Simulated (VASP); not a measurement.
# SnTe (F-43m) in VASP: further runs

SnTe is run at these levels: PBE; tasks: single point.

All numbers are computed with VASP 6.6.1; they aren't measurements. Logs are shortened: lines on timing, memory, paths and dates and some standing lists are left out, and cuts for length are marked.

## 1. The cell of the first run

Symmetry: F-43m, No. 216, cubic system. Conventional cell: a = 6.894 Å, b = 6.894 Å, c = 6.894 Å, α = 90.00°, β = 90.00°, γ = 90.00°. Sn (site symmetry -43m) has 4 Te at 2.99 Å within 3.9 Å. Te (site symmetry -43m) has 4 Sn at 2.99 Å within 3.9 Å.

## 2. Single point, PBE

INCAR

```
ALGO     = Normal         # electronic algorithm
EDIFF    = 1E-6           # SCF threshold, eV
ENCUT    = 500            # plane-wave cutoff, eV
GGA      = PE             # functional
GGA_COMPAT= False        
ISIF     = 2              # what is computed and relaxed
ISMEAR   = 0              # smearing method
LASPH    = True           # aspherical terms in the spheres
LCHARG   = False          # write CHGCAR
LREAL    = False          # projectors in reciprocal space
LWAVE    = False          # write WAVECAR
NBANDS   = 17             # bands
NELM     = 120            # most SCF steps
PREC     = Accurate       # precision mode
SIGMA    = 0.05           # smearing width, eV
```

KPOINTS

```
k-points
0
Gamma
  4 4 4
```

POSCAR

```
SnTe
1.0
    0.0000000000      3.4471275172      3.4471275172
    3.4471275172      0.0000000000      3.4471275172
    3.4471275172      3.4471275172      0.0000000000
Sn Te
1 1
Direct
    0.0000000000      0.0000000000      0.0000000000
    0.2500000000      0.2500000000      0.2500000000
```

Potentials or basis: VASP PAW PBE potentials, release 64 (Sn_d, Te).

The run is started by

```sh
$ cat potpaw_PBE.64/Sn_d/POTCAR potpaw_PBE.64/Te/POTCAR > POTCAR
$ mpirun -np 1 vasp_std > vasp.out
```

OUTCAR:

```text
EDIFF = 1E-6
   ENCUT = 500
   GGA = PE
   ISIF = 2
   ISMEAR = 0
   LASPH = True
   LREAL = False
   NELM = 120
   PREC = Accurate

 ion  position               nearest neighbor table
   1  0.000  0.000  0.000-   2 2.99   2 2.99   2 2.99   2 2.99
   2  0.250  0.250  0.250-   1 2.99   1 2.99   1 2.99   1 2.99

  LATTYP: Found a face centered cubic cell.
 ALAT       =     6.8942550344

  Lattice vectors:

 A1 = (   0.0000000000,   3.4471275172,   3.4471275172)
 A2 = (   3.4471275172,   0.0000000000,   3.4471275172)
 A3 = (   3.4471275172,   3.4471275172,   0.0000000000)

Analysis of symmetry for initial positions (statically):
=====================================================================
 Subroutine PRICEL returns:
 Original cell was already a primitive cell.

 Routine SETGRP: Setting up the symmetry group for a
 face centered cubic supercell.

 Subroutine GETGRP returns: Found 24 space group operations
 (whereof 24 operations were pure point group operations)
 out of a pool of 48 trial point group operations.

The static configuration has the point symmetry T_d .

Analysis of symmetry for dynamics (positions and initial velocities):
=====================================================================
 Subroutine PRICEL returns:
 Original cell was already a primitive cell.

 Routine SETGRP: Setting up the symmetry group for a
 face centered cubic supercell.

 Subroutine GETGRP returns: Found 24 space group operations
 (whereof 24 operations were pure point group operations)
 out of a pool of 48 trial point group operations.

The dynamic configuration has the point symmetry T_d .

 Subroutine INISYM returns: Found 24 space group operations
 (whereof 24 operations are pure point group operations),
 and found     1 'primitive' translations

----------------------------------------------------------------------------------------

                                     Primitive cell

  volume of cell :      81.9223

  direct lattice vectors                    reciprocal lattice vectors
     0.000000000  3.447127517  3.447127517    -0.145048304  0.145048304  0.145048304
     3.447127517  0.000000000  3.447127517     0.145048304 -0.145048304  0.145048304
     3.447127517  3.447127517  0.000000000     0.145048304  0.145048304 -0.145048304

  length of vectors
     4.874974486  4.874974486  4.874974486     0.251231032  0.251231032  0.251231032

  position of ions in fractional coordinates (direct lattice)
     0.000000000  0.000000000  0.000000000
     0.250000000  0.250000000  0.250000000

  ion indices of the primitive-cell ions
   primitive index   ion index
                 1           1
                 2           2

----------------------------------------------------------------------------------------

 KPOINTS: k-points

Automatic generation of k-mesh.
 Grid dimensions read from file:
 generate k-points for:    4    4    4

 Generating k-lattice:

  Cartesian coordinates                     Fractional coordinates (reciprocal lattice)
    -0.036262076  0.036262076  0.036262076     0.250000000  0.000000000  0.000000000
     0.036262076 -0.036262076  0.036262076     0.000000000  0.250000000  0.000000000
     0.036262076  0.036262076 -0.036262076     0.000000000  0.000000000  0.250000000

  Length of vectors
     0.062807758  0.062807758  0.062807758

  Shift w.r.t. Gamma in fractional coordinates (k-lattice)
     0.000000000  0.000000000  0.000000000

 Subroutine IBZKPT returns following result:
 ===========================================

 Found      8 irreducible k-points:

 Following reciprocal coordinates:
            Coordinates               Weight
  0.000000  0.000000  0.000000      1.000000
  0.250000  0.000000  0.000000      8.000000
  0.500000  0.000000  0.000000      4.000000
  0.250000  0.250000  0.000000      6.000000
  0.500000  0.250000  0.000000     24.000000
 -0.250000  0.250000  0.000000     12.000000
  0.500000  0.500000  0.000000      3.000000
 -0.250000  0.500000  0.250000      6.000000
   k-points           NKPTS =      8   k-points in BZ     NKDIM =      8   number of bands    NBANDS=     17
   number of dos      NEDOS =    301   number of ions     NIONS =      2
   total plane-waves  NPLWV =  46656
   dimension x,y,z NGX =    36 NGY =   36 NGZ =   36
   dimension x,y,z NGXF=    72 NGYF=   72 NGZF=   72
   ions per type =               1   1
   NGX,Y,Z   is equivalent  to a cutoff of  12.28, 12.28, 12.28 a.u.
   NGXF,Y,Z  is equivalent  to a cutoff of  24.55, 24.55, 24.55 a.u.
 SYSTEM =  unknown system
   PREC   = accura    normal or accurate (medium, high low for compatibility)
   ISTART =      0    job   : 0-new  1-cont  2-samecut
   ICHARG =      2    charge: 1-file 2-atom 10-const
   ISPIN  =      1    spin polarized calculation?
   LNONCOLLINEAR =      F non collinear calculations
   LSORBIT =      F    spin-orbit coupling
   LASPH  =      T    aspherical Exc in radial PAW
   ENCUT  =  500.0 eV  36.75 Ry    6.06 a.u.   8.89  8.89  8.89*2*pi/ulx,y,z
   NELM   =    120;   NELMIN=  2; NELMDL= -5     # of ELM steps
   EDIFF  = 0.1E-05   stopping-criterion for ELM
   LREAL  =      F    real-space projection
   EDIFFG = 0.1E-04   stopping-criterion for IOM
   NSW    =      0    number of steps for IOM
   IBRION =     -1    ionic relax: 0-MD 1-quasi-New 2-CG
   NFREE  =      0    steps in history (QN), initial steepest desc. (CG)
   ISIF   =      2    stress and relaxation
   ISYM   =      2    0-nonsym 1-usesym 2-fastsym
   POTIM  = 0.5000    time-step for ionic-motion
   TEBEG  =    0.0;   TEEND  =   0.0 temperature during run
   PSTRESS=    0.0 pullay stress
   NELECT =      20.0000    total number of electrons
   NUPDOWN=      -1.0000    fix difference up-down
   EMIN   =  10.00;   EMAX   =-10.00  energy-range for DOS
   EFERMI =   0.00;   METHOD = LEGACY
   ISMEAR =     0;   SIGMA  =   0.05  broadening in eV -4-tet -1-fermi 0-gaus
   EFERMI_NEDOS =   21; number of points for ismear=-14 and -15
   IALGO  =     38    algorithm
   IMIX   =      4    mixing-type and parameters
     AMIX     =   0.40;   BMIX     =  1.00
     AMIX_MAG =   1.60;   BMIX_MAG =  1.00
  volume/ion in A,a.u.               =      40.96       276.42
  Fermi-wavevector in a.u.,A,eV,Ry     =   1.023177  1.933524 14.243822  1.046891
  Thomas-Fermi vector in A             =   2.156896
   LORBIT       =      0    0 simple, 1 ext, 2 COOP (PROOUT), +10 PAW based schemes
   GGA     = PE    functional components
   LHFCALC =     F    Hartree Fock is set to
   AEXX    =    0.0000 exact exchange contribution
   IVDW    =     0    specifies the selected vdW correction
   LEPSILON=     F    determine dielectric tensor
   LRPA    =     F    only Hartree local field effects (RPA)
 non-spin polarized calculation
 Gauss-broadening in eV      SIGMA  =   0.05
  energy-cutoff  :      500.00
  volume of cell :       81.92
 maximum number of plane-waves:      2120
   NGX = 17   NGY = 17   NGZ = 17

 number of electron      19.9999990 magnetization

 Free energy of the ion-electron system (eV)
  ---------------------------------------------------
  ext. energy  EPLUGINS =         0.00000000
  ---------------------------------------------------
  free energy    TOTEN  =        -6.97634798 eV

  energy without entropy =       -6.97242979  energy(sigma->0) =       -6.97438888

 E-fermi :   4.5675     XC(G=0):  -8.0809

 val. band max:        4.2625847682   @ k =   0.5000   0.5000   0.0000
 cond. band min:       4.5794307756   @ k =   0.2500   0.2500   0.0000
 fundamental gap:      0.3168460074
 Fermi energy:         4.5674661788

 k-point     1 :       0.0000    0.0000    0.0000
  band No.  band energies     occupation
      1     -17.4085      2.00000
      2     -17.4085      2.00000
      3     -17.4085      2.00000
      4     -17.3892      2.00000
      5     -17.3892      2.00000
      6      -7.9650      2.00000
[... 9 lines left out ...]
     16      10.8528      0.00000
     17      12.0076      0.00000

 k-point     2 :       0.2500    0.0000    0.0000
  band No.  band energies     occupation
      1     -17.4101      2.00000
      2     -17.4071      2.00000
      3     -17.4071      2.00000
      4     -17.3891      2.00000
      5     -17.3891      2.00000
      6      -7.6538      2.00000
[... 9 lines left out ...]
     16      10.1878      0.00000
     17      11.6422      0.00000

 k-point     3 :       0.5000    0.0000    0.0000
  band No.  band energies     occupation
      1     -17.4117      2.00000
      2     -17.4058      2.00000
      3     -17.4058      2.00000
      4     -17.3889      2.00000
      5     -17.3889      2.00000
      6      -7.2497      2.00000
[... 9 lines left out ...]
     16      11.4726      0.00000
     17      11.4726      0.00000

 k-point     4 :       0.2500    0.2500    0.0000
  band No.  band energies     occupation
      1     -17.4123      2.00000
      2     -17.4057      2.00000
      3     -17.4057      2.00000
      4     -17.3899      2.00000
      5     -17.3884      2.00000
      6      -7.5421      2.00000
[... 9 lines left out ...]
     16      11.4922      0.00000
     17      13.4017      0.00000

 k-point     5 :       0.5000    0.2500    0.0000
  band No.  band energies     occupation
      1     -17.4135      2.00000
      2     -17.4047      2.00000
      3     -17.4043      2.00000
      4     -17.3899      2.00000
      5     -17.3883      2.00000
      6      -7.1137      2.00000
[... 9 lines left out ...]
     16      11.7106      0.00000
     17      12.6130      0.00000

 k-point     6 :      -0.2500    0.2500    0.0000
  band No.  band energies     occupation
      1     -17.4119      2.00000
      2     -17.4056      2.00000
      3     -17.4055      2.00000
      4     -17.3891      2.00000
      5     -17.3890      2.00000
      6      -7.2664      2.00000
[... 9 lines left out ...]
     16      11.6043      0.00000
     17      12.7526      0.00000

 k-point     7 :       0.5000    0.5000    0.0000
  band No.  band energies     occupation
      1     -17.4160      2.00000
      2     -17.4028      2.00000
      3     -17.4028      2.00000
      4     -17.3908      2.00000
      5     -17.3876      2.00000
      6      -6.9502      2.00000
[... 9 lines left out ...]
     16      12.7692      0.00000
     17      12.7695      0.00000

 k-point     8 :      -0.2500    0.5000    0.2500
  band No.  band energies     occupation
      1     -17.4139      2.00000
      2     -17.4050      2.00000
      3     -17.4029      2.00000
      4     -17.3900      2.00000
      5     -17.3884      2.00000
      6      -6.9443      2.00000
[... 9 lines left out ...]
     16      12.5228      0.00000
     17      12.5336      0.00000

------------------------ aborting loop because EDIFF is reached ----------------------------------------

  FORCE on cell =-STRESS in cart. coord.  units (eV):
  Direction    XX          YY          ZZ          XY          YZ          ZX
  --------------------------------------------------------------------------------------
  -------------------------------------------------------------------------------------
  Total        1.5608789      1.5608789      1.5608789      0.0000000      0.0000000      0.0000000
  in kB       30.5265524     30.5265524     30.5265524      0.0000000      0.0000000      0.0000000
  external PRESSURE =      30.5265524 kB  Pullay stress =       0.0000000 kB

 VOLUME and BASIS-vectors are now :
 -----------------------------------------------------------------------------
  energy-cutoff  :      500.00
  volume of cell :       81.92
      direct lattice vectors                 reciprocal lattice vectors
     0.000000000  3.447127517  3.447127517    -0.145048304  0.145048304  0.145048304
     3.447127517  0.000000000  3.447127517     0.145048304 -0.145048304  0.145048304
     3.447127517  3.447127517  0.000000000     0.145048304  0.145048304 -0.145048304

 POSITION                                       TOTAL-FORCE (eV/Angst)
 -----------------------------------------------------------------------------------
      0.00000      0.00000      0.00000         0.000000      0.000000      0.000000
      1.72356      1.72356      1.72356        -0.000000     -0.000000     -0.000000
 -----------------------------------------------------------------------------------
    total drift:                                0.000000      0.000000     -0.000000

  FREE ENERGIE OF THE ION-ELECTRON SYSTEM (eV)
  ---------------------------------------------------
  free  energy   TOTEN  =        -6.9763479753 eV

  energy  without entropy=       -6.9724297878  energy(sigma->0) =       -6.97438888
```

Wall time 13 s (1 thread of AMD EPYC 7R43 (Zen 3), shared host); peak memory 0.17 GiB.

Results:

```
Free energy            : -6.9763 eV
Pressure               : 3.1 GPa
Band gap on the k mesh : zero (band 10 reaches 4.61 eV, above the bottom of band 11 at 4.26 eV)
```

Caveat: the k points lie up to 0.39 Å⁻¹ apart; spin-orbit coupling is left out, which moves the levels of the heavy elements.

(Continued in part 2 of 2.)
